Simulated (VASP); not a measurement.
# GaGe (F-43m) in VASP: a series of runs

GaGe is run at these levels: PBEsol; tasks: single point.

All numbers are computed with VASP 6.6.1; they aren't measurements. Logs are shortened: lines on timing, memory, paths and dates and some standing lists are left out, and cuts for length are marked.

### Step 1. The cell of the first run

It takes space group F-43m (No. 216, cubic). Conventional cell: a = 5.710 Å, b = 5.710 Å, c = 5.710 Å, α = 90.00°, β = 90.00°, γ = 90.00°. Within 3.3 Å of Ga (site symmetry -43m) lie 4 Ge at 2.47 Å. Ge (site symmetry -43m) has 4 Ga at 2.47 Å within 3.3 Å.

### Step 2. Single point, PBEsol

File INCAR:

```
SYSTEM = GaGe
  ALGO = Normal
  EDIFF = 1E-6
  ENCUT = 500
  GGA = PS
  GGA_COMPAT = .False.
  ISIF = 2
  ISMEAR = -1
  LASPH = .True.
  LCHARG = .True.
  LELF = .True.
  LREAL = .False.
  LVHAR = .True.
  LWAVE = .False.
  NBANDS = 20
  NELM = 120
  PREC = Accurate
  SIGMA = 0.05
```

File KPOINTS:

```
k-points
0
Gamma
  7 7 7
  0 0 0
```

File POSCAR:

```
GaGe
1.0
    0.0000000000      2.8548386284      2.8548386284
    2.8548386284      0.0000000000      2.8548386284
    2.8548386284      2.8548386284      0.0000000000
Ga Ge
1 1
Direct
    0.0000000000      0.0000000000      0.0000000000
    0.2500000000      0.2500000000      0.2500000000
```

Potentials or basis: VASP PAW PBE potentials, release 64 (Ga_d, Ge_d).

Started as:

```bash
cat potpaw_PBE.64/Ga_d/POTCAR potpaw_PBE.64/Ge_d/POTCAR > POTCAR
mpirun -np 1 vasp_std > vasp.out
```

OUTCAR:

```text
SYSTEM = GaGe
   EDIFF = 1E-6
   ENCUT = 500
   GGA = PS
   ISIF = 2
   ISMEAR = -1
   LASPH = .True.
   LREAL = .False.
   NELM = 120
   PREC = Accurate

 ion  position               nearest neighbor table
   1  0.000  0.000  0.000-   2 2.47   2 2.47   2 2.47   2 2.47
   2  0.250  0.250  0.250-   1 2.47   1 2.47   1 2.47   1 2.47

  LATTYP: Found a face centered cubic cell.
 ALAT       =     5.7096772568

  Lattice vectors:

 A1 = (   0.0000000000,   2.8548386284,   2.8548386284)
 A2 = (   2.8548386284,   0.0000000000,   2.8548386284)
 A3 = (   2.8548386284,   2.8548386284,   0.0000000000)

Analysis of symmetry for initial positions (statically):
=====================================================================
 Subroutine PRICEL returns:
 Original cell was already a primitive cell.

 Routine SETGRP: Setting up the symmetry group for a
 face centered cubic supercell.

 Subroutine GETGRP returns: Found 24 space group operations
 (whereof 24 operations were pure point group operations)
 out of a pool of 48 trial point group operations.

The static configuration has the point symmetry T_d .

Analysis of symmetry for dynamics (positions and initial velocities):
=====================================================================
 Subroutine PRICEL returns:
 Original cell was already a primitive cell.

 Routine SETGRP: Setting up the symmetry group for a
 face centered cubic supercell.

 Subroutine GETGRP returns: Found 24 space group operations
 (whereof 24 operations were pure point group operations)
 out of a pool of 48 trial point group operations.

The dynamic configuration has the point symmetry T_d .

 Subroutine INISYM returns: Found 24 space group operations
 (whereof 24 operations are pure point group operations),
 and found     1 'primitive' translations

----------------------------------------------------------------------------------------

                                     Primitive cell

  volume of cell :      46.5345

  direct lattice vectors                    reciprocal lattice vectors
     0.000000000  2.854838628  2.854838628    -0.175141248  0.175141248  0.175141248
     2.854838628  0.000000000  2.854838628     0.175141248 -0.175141248  0.175141248
     2.854838628  2.854838628  0.000000000     0.175141248  0.175141248 -0.175141248

  length of vectors
     4.037351507  4.037351507  4.037351507     0.303353540  0.303353540  0.303353540

  position of ions in fractional coordinates (direct lattice)
     0.000000000  0.000000000  0.000000000
     0.250000000  0.250000000  0.250000000

  ion indices of the primitive-cell ions
   primitive index   ion index
                 1           1
                 2           2

----------------------------------------------------------------------------------------

 KPOINTS: k-points

Automatic generation of k-mesh.
 Grid dimensions read from file:
 generate k-points for:    7    7    7

 Generating k-lattice:

  Cartesian coordinates                     Fractional coordinates (reciprocal lattice)
    -0.025020178  0.025020178  0.025020178     0.142857143  0.000000000  0.000000000
     0.025020178 -0.025020178  0.025020178     0.000000000  0.142857143  0.000000000
     0.025020178  0.025020178 -0.025020178     0.000000000  0.000000000  0.142857143

  Length of vectors
     0.043336220  0.043336220  0.043336220

  Shift w.r.t. Gamma in fractional coordinates (k-lattice)
     0.000000000  0.000000000  0.000000000

 Subroutine IBZKPT returns following result:
 ===========================================

 Found     20 irreducible k-points:

 Following reciprocal coordinates:
            Coordinates               Weight
  0.000000  0.000000  0.000000      1.000000
  0.142857  0.000000  0.000000      8.000000
  0.285714  0.000000  0.000000      8.000000
  0.428571  0.000000  0.000000      8.000000
  0.142857  0.142857  0.000000      6.000000
  0.285714  0.142857  0.000000     24.000000
[... 12 lines left out ...]
 -0.428571  0.428571  0.142857     24.000000
 -0.285714  0.428571  0.142857     24.000000
   k-points           NKPTS =     20   k-points in BZ     NKDIM =     20   number of bands    NBANDS=     20
   number of dos      NEDOS =    301   number of ions     NIONS =      2
   total plane-waves  NPLWV =  27000
   dimension x,y,z NGX =    30 NGY =   30 NGZ =   30
   dimension x,y,z NGXF=    60 NGYF=   60 NGZF=   60
   ions per type =               1   1
   NGX,Y,Z   is equivalent  to a cutoff of  12.35, 12.35, 12.35 a.u.
   NGXF,Y,Z  is equivalent  to a cutoff of  24.71, 24.71, 24.71 a.u.
 SYSTEM =  GaGe
   PREC   = accura    normal or accurate (medium, high low for compatibility)
   ISTART =      0    job   : 0-new  1-cont  2-samecut
   ICHARG =      2    charge: 1-file 2-atom 10-const
   ISPIN  =      1    spin polarized calculation?
   LNONCOLLINEAR =      F non collinear calculations
   LSORBIT =      F    spin-orbit coupling
   LASPH  =      T    aspherical Exc in radial PAW
   ENCUT  =  500.0 eV  36.75 Ry    6.06 a.u.   7.36  7.36  7.36*2*pi/ulx,y,z
   NELM   =    120;   NELMIN=  2; NELMDL= -5     # of ELM steps
   EDIFF  = 0.1E-05   stopping-criterion for ELM
   LREAL  =      F    real-space projection
   EDIFFG = 0.1E-04   stopping-criterion for IOM
   NSW    =      0    number of steps for IOM
   IBRION =     -1    ionic relax: 0-MD 1-quasi-New 2-CG
   NFREE  =      0    steps in history (QN), initial steepest desc. (CG)
   ISIF   =      2    stress and relaxation
   ISYM   =      2    0-nonsym 1-usesym 2-fastsym
   POTIM  = 0.5000    time-step for ionic-motion
   TEBEG  =    0.0;   TEEND  =   0.0 temperature during run
   PSTRESS=    0.0 pullay stress
   NELECT =      27.0000    total number of electrons
   NUPDOWN=      -1.0000    fix difference up-down
   EMIN   =  10.00;   EMAX   =-10.00  energy-range for DOS
   EFERMI =   0.00;   METHOD = LEGACY
   ISMEAR =    -1;   SIGMA  =   0.05  broadening in eV -4-tet -1-fermi 0-gaus
   EFERMI_NEDOS =   21; number of points for ismear=-14 and -15
   IALGO  =     38    algorithm
   IMIX   =      4    mixing-type and parameters
     AMIX     =   0.40;   BMIX     =  1.00
     AMIX_MAG =   1.60;   BMIX_MAG =  1.00
  volume/ion in A,a.u.               =      23.27       157.02
  Fermi-wavevector in a.u.,A,eV,Ry     =   1.365435  2.580299 25.366894  1.864414
  Thomas-Fermi vector in A             =   2.491664
   LORBIT       =      0    0 simple, 1 ext, 2 COOP (PROOUT), +10 PAW based schemes
   GGA     = PS    functional components
   LHFCALC =     F    Hartree Fock is set to
   AEXX    =    0.0000 exact exchange contribution
   IVDW    =     0    specifies the selected vdW correction
   LEPSILON=     F    determine dielectric tensor
   LRPA    =     F    only Hartree local field effects (RPA)
 non-spin polarized calculation
  energy-cutoff  :      500.00
  volume of cell :       46.53
 maximum number of plane-waves:      1243
 NGX is ok and might be reduce to    30
   NGX = 15   NGY = 15   NGZ = 15

 number of electron      26.9999984 magnetization

 Free energy of the ion-electron system (eV)
  ---------------------------------------------------
  ext. energy  EPLUGINS =         0.00000000
  ---------------------------------------------------
  free energy    TOTEN  =        -7.90602315 eV

  energy without entropy =       -7.89106716  energy(sigma->0) =       -7.89854515

 E-fermi :   3.2133     XC(G=0):  -9.9464

 val. band max:        3.1812691144   @ k =  -0.2857   0.2857   0.0000
 cond. band min:       3.2372312090   @ k =   0.2857   0.1429   0.0000
 fundamental gap:      0.0559620946
 Fermi energy:         3.2133094316

 k-point     1 :       0.0000    0.0000    0.0000
  band No.  band energies     occupation
      1     -20.6199      2.00000
      2     -20.6199      2.00000
      3     -20.6199      2.00000
      4     -20.5972      2.00000
      5     -20.5972      2.00000
      6     -11.0702      2.00000
[... 12 lines left out ...]
     19      11.0064      0.00000
     20      14.2326      0.00000

 k-point     2 :       0.1429    0.0000    0.0000
  band No.  band energies     occupation
      1     -20.6198      2.00000
      2     -20.6192      2.00000
      3     -20.6192      2.00000
      4     -20.5970      2.00000
      5     -20.5970      2.00000
      6     -11.0764      2.00000
[... 12 lines left out ...]
     19      12.2276      0.00000
     20      13.0620      0.00000

 k-point     3 :       0.2857    0.0000    0.0000
  band No.  band energies     occupation
      1     -20.6198      2.00000
      2     -20.6179      2.00000
      3     -20.6179      2.00000
      4     -20.5965      2.00000
      5     -20.5965      2.00000
      6     -11.0905      2.00000
[... 12 lines left out ...]
     19      12.3184      0.00000
     20      13.1639      0.00000

 k-point     4 :       0.4286    0.0000    0.0000
  band No.  band energies     occupation
      1     -20.6197      2.00000
      2     -20.6170      2.00000
      3     -20.6170      2.00000
      4     -20.5961      2.00000
      5     -20.5961      2.00000
      6     -11.1017      2.00000
[... 12 lines left out ...]
     19      14.1253      0.00000
     20      15.0307      0.00000

 k-point     5 :       0.1429    0.1429    0.0000
  band No.  band energies     occupation
      1     -20.6206      2.00000
      2     -20.6186      2.00000
      3     -20.6186      2.00000
      4     -20.5975      2.00000
      5     -20.5963      2.00000
      6     -11.0825      2.00000
[... 12 lines left out ...]
     19      11.6433      0.00000
     20      12.6755      0.00000
[... 261 lines left out ...]
      6     -11.1040      2.00000
[... 12 lines left out ...]
     19      13.2618      0.00000
     20      15.2035      0.00000

 k-point    18 :      -0.4286    0.2857    0.1429
  band No.  band energies     occupation
      1     -20.6197      2.00000
      2     -20.6173      2.00000
      3     -20.6149      2.00000
      4     -20.5972      2.00000
      5     -20.5951      2.00000
      6     -11.1092      2.00000
[... 12 lines left out ...]
     19      13.2441      0.00000
     20      15.2052      0.00000

 k-point    19 :      -0.4286    0.4286    0.1429
  band No.  band energies     occupation
      1     -20.6219      2.00000
      2     -20.6154      2.00000
      3     -20.6136      2.00000
      4     -20.5985      2.00000
      5     -20.5939      2.00000
      6     -11.1186      2.00000
[... 12 lines left out ...]
     19      14.7245      0.00000
     20      16.1187      0.00000

 k-point    20 :      -0.2857    0.4286    0.1429
  band No.  band energies     occupation
      1     -20.6200      2.00000
      2     -20.6171      2.00000
      3     -20.6136      2.00000
      4     -20.5977      2.00000
      5     -20.5946      2.00000
      6     -11.1145      2.00000
[... 12 lines left out ...]
     19      14.3204      0.00000
     20      15.5657      0.00000

------------------------ aborting loop because EDIFF is reached ----------------------------------------

  FORCE on cell =-STRESS in cart. coord.  units (eV):
  Direction    XX          YY          ZZ          XY          YZ          ZX
  --------------------------------------------------------------------------------------
  -------------------------------------------------------------------------------------
  Total       -0.0472337     -0.0472337     -0.0472337      0.0000000      0.0000000     -0.0000000
  in kB       -1.6262511     -1.6262511     -1.6262511      0.0000000      0.0000000     -0.0000000
  external PRESSURE =      -1.6262511 kB  Pullay stress =       0.0000000 kB

 VOLUME and BASIS-vectors are now :
 -----------------------------------------------------------------------------
  energy-cutoff  :      500.00
  volume of cell :       46.53
      direct lattice vectors                 reciprocal lattice vectors
     0.000000000  2.854838628  2.854838628    -0.175141248  0.175141248  0.175141248
     2.854838628  0.000000000  2.854838628     0.175141248 -0.175141248  0.175141248
     2.854838628  2.854838628  0.000000000     0.175141248  0.175141248 -0.175141248

 POSITION                                       TOTAL-FORCE (eV/Angst)
 -----------------------------------------------------------------------------------
      0.00000      0.00000      0.00000         0.000000      0.000000      0.000000
      1.42742      1.42742      1.42742        -0.000000     -0.000000      0.000000
 -----------------------------------------------------------------------------------
    total drift:                               -0.000000     -0.000000     -0.000000

  FREE ENERGIE OF THE ION-ELECTRON SYSTEM (eV)
  ---------------------------------------------------
  free  energy   TOTEN  =        -7.9060231501 eV

  energy  without entropy=       -7.8910671567  energy(sigma->0) =       -7.89854515
```

It took 36 s on 1 thread of Intel Xeon 8259CL, shared host; peak memory 0.17 GiB.

What came out:

```yaml
Free_energy: -7.9060 eV
Pressure: -0.2 GPa
```

Caveat: the PAW data sets were made with another functional, which shifts forces and pressure a little.

### Step 3. Single point, PBEsol

This run uses another cell than the first one, of 22.92 Å³/atom, 0.985 times its volume.

File INCAR:

```
SYSTEM = GaGe
ALGO     = Normal         ! electronic algorithm
EDIFF    = 1E-6           ! SCF threshold, eV
ENCUT    = 500            ! plane-wave cutoff, eV
GGA      = PS             ! functional
GGA_COMPAT= .FALSE.      
ISIF     = 2              ! what is computed and relaxed
ISMEAR   = -1             ! smearing method
LASPH    = .TRUE.         ! aspherical terms in the spheres
LCHARG   = .FALSE.        ! write CHGCAR
LREAL    = .FALSE.        ! projectors in reciprocal space
LWAVE    = .FALSE.        ! write WAVECAR
NBANDS   = 20             ! bands
NELM     = 120            ! most SCF steps
PREC     = Accurate       ! precision mode
SIGMA    = 0.05           ! smearing width, eV
```

File KPOINTS:

```
k-points
0
G
  7 7 7
  0 0 0
```

File POSCAR:

```
GaGe
1.0
    0.0000000000      2.8404924635      2.8404924635
    2.8404924635      0.0000000000      2.8404924635
    2.8404924635      2.8404924635      0.0000000000
Ga Ge
1 1
Direct
    0.0000000000      0.0000000000      0.0000000000
    0.2500000000      0.2500000000      0.2500000000
```

Potentials or basis: VASP PAW PBE potentials, release 64 (Ga_d, Ge_d).

Started as:

```bash
cat potpaw_PBE.64/Ga_d/POTCAR potpaw_PBE.64/Ge_d/POTCAR > POTCAR
mpirun -np 1 vasp_std > vasp.out
```

OUTCAR:

```text
SYSTEM = GaGe
   EDIFF = 1E-6
   ENCUT = 500
   GGA = PS
   ISIF = 2
   ISMEAR = -1
   LASPH = .TRUE.
   LREAL = .FALSE.
   NELM = 120
   PREC = Accurate

 ion  position               nearest neighbor table
   1  0.000  0.000  0.000-   2 2.46   2 2.46   2 2.46   2 2.46
   2  0.250  0.250  0.250-   1 2.46   1 2.46   1 2.46   1 2.46

  LATTYP: Found a face centered cubic cell.
 ALAT       =     5.6809849270

  Lattice vectors:

 A1 = (   0.0000000000,   2.8404924635,   2.8404924635)
[... 639 lines left out ...]
------------------------ aborting loop because EDIFF is reached ----------------------------------------

  FORCE on cell =-STRESS in cart. coord.  units (eV):
  Direction    XX          YY          ZZ          XY          YZ          ZX
  --------------------------------------------------------------------------------------
  -------------------------------------------------------------------------------------
  Total        0.2016895      0.2016895      0.2016895      0.0000000      0.0000000      0.0000000
  in kB        7.0499004      7.0499004      7.0499004      0.0000000      0.0000000      0.0000000
  external PRESSURE =       7.0499004 kB  Pullay stress =       0.0000000 kB

 VOLUME and BASIS-vectors are now :
 -----------------------------------------------------------------------------
  energy-cutoff  :      500.00
  volume of cell :       45.84
      direct lattice vectors                 reciprocal lattice vectors
     0.000000000  2.840492463  2.840492463    -0.176025815  0.176025815  0.176025815
     2.840492463  0.000000000  2.840492463     0.176025815 -0.176025815  0.176025815
     2.840492463  2.840492463  0.000000000     0.176025815  0.176025815 -0.176025815

 POSITION                                       TOTAL-FORCE (eV/Angst)
 -----------------------------------------------------------------------------------
      0.00000      0.00000      0.00000         0.000000      0.000000      0.000000
      1.42025      1.42025      1.42025        -0.000000     -0.000000     -0.000000
 -----------------------------------------------------------------------------------
    total drift:                               -0.000001     -0.000001     -0.000001

  FREE ENERGIE OF THE ION-ELECTRON SYSTEM (eV)
  ---------------------------------------------------
  free  energy   TOTEN  =        -7.9046041125 eV

  energy  without entropy=       -7.8899871321  energy(sigma->0) =       -7.89729562
```

OSZICAR:

```text
N       E                     dE             d eps       ncg     rms          rms(c)
DAV:   1     0.160448619556E+03    0.16045E+03   -0.13778E+04   824   0.297E+03
DAV:   2     0.149159784337E+02   -0.14553E+03   -0.14202E+03   808   0.530E+02
DAV:   3    -0.733183919736E+01   -0.22248E+02   -0.22145E+02   920   0.135E+02
DAV:   4    -0.798470897441E+01   -0.65287E+00   -0.65249E+00   908   0.253E+01
DAV:   5    -0.799503663644E+01   -0.10328E-01   -0.10327E-01   908   0.347E+00    0.239E+00
DAV:   6    -0.792471031185E+01    0.70326E-01   -0.10416E-01   944   0.526E+00    0.131E+00
DAV:   7    -0.790524934701E+01    0.19461E-01   -0.32675E-02  1096   0.229E+00    0.271E-01
DAV:   8    -0.790451123954E+01    0.73811E-03   -0.60441E-03   852   0.901E-01    0.602E-02
DAV:   9    -0.790459098981E+01   -0.79750E-04   -0.33259E-04   916   0.245E-01    0.250E-02
DAV:  10    -0.790460279899E+01   -0.11809E-04   -0.41658E-05   888   0.658E-02    0.624E-03
DAV:  11    -0.790460405765E+01   -0.12587E-05   -0.44211E-06   848   0.252E-02    0.155E-03
DAV:  12    -0.790460411251E+01   -0.54865E-07   -0.46381E-07   532   0.993E-03
   1 F= -.79046041E+01 E0= -.78972956E+01  d E =-.146170E-01
```

It took 37 s on 1 thread of Intel Xeon 8259CL, shared host; peak memory 0.17 GiB.

What came out:

- Free energy: -7.9046 eV
- Pressure: 0.7 GPa

Levels at points of the mesh, in eV from the Fermi level:
```
           k point  band 11  band 12  band 13  band 14  band 15  band 16  band 17  band 18
(0.00, 0.00, 0.00)   -10.84     1.86     1.86     1.86     2.68     4.53     4.53     4.53
```

Caveat: the PAW data sets were made with another functional, which shifts forces and pressure a little.

### Step 4. Single point, PBEsol

This run uses another cell than the first one, of 23.62 Å³/atom, 1.015 times its volume.

File INCAR:

```
  PREC = Accurate
  ENCUT = 500
  EDIFF = 1E-6
  ISMEAR = -1
  SIGMA = 0.05
  LREAL = False
  LASPH = True
  NELM = 120
  ALGO = Normal
  ISIF = 2
  LWAVE = False
  LCHARG = False
  GGA = PS
  NBANDS = 20
  GGA_COMPAT = False
```

File KPOINTS:

```
Automatic mesh
0
Gamma
  7 7 7
```

File POSCAR:

```
GaGe
1.0
    0.0000000000      2.8690420394      2.8690420394
    2.8690420394      0.0000000000      2.8690420394
    2.8690420394      2.8690420394      0.0000000000
Ga Ge
1 1
Direct
    0.0000000000      0.0000000000      0.0000000000
    0.2500000000      0.2500000000      0.2500000000
```

Started as:

```bash
cat potpaw_PBE.64/Ga_d/POTCAR potpaw_PBE.64/Ge_d/POTCAR > POTCAR
mpirun -np 1 vasp_std > vasp.out
```

Run time: 36 s. Hardware: 1 thread of Intel Xeon 8259CL, shared host; peak memory 0.17 GiB.

The run converged. Its results:

```yaml
Free_energy: -7.9038 eV
Pressure: -1.0 GPa
```

Levels at points of the mesh, in eV from the Fermi level:
| k point | band 11 | band 12 | band 13 | band 14 | band 15 | band 16 | band 17 | band 18 |
| --- | --- | --- | --- | --- | --- | --- | --- | --- |
| (0.00, 0.00, 0.00) | -10.67 | 1.80 | 1.80 | 1.80 | 2.37 | 4.46 | 4.46 | 4.46 |

Caveat: the PAW data sets were made with another functional, which shifts forces and pressure a little.

### Step 5. Summary

```tsv
cell	gap on the mesh (eV)	pressure (GPa)
a = 4.037 Å, angles 60.0°, 2 atoms	none	-0.2
a = 4.017 Å, angles 60.0°, 2 atoms	none	0.7
a = 4.057 Å, angles 60.0°, 2 atoms	none	-1.0
```

Alike in all rows: task single point; level PBEsol; potentials or basis VASP PAW PBE potentials, release 64 (Ga_d, Ge_d); no spin polarisation; k mesh 7 × 7 × 7; cutoff (eV) 500; smearing fermi-dirac 0.05 eV.

Caveats: the PAW data sets were made with another functional, which shifts forces and pressure a little.

Absolute energies hang on the potentials; compare differences alone.
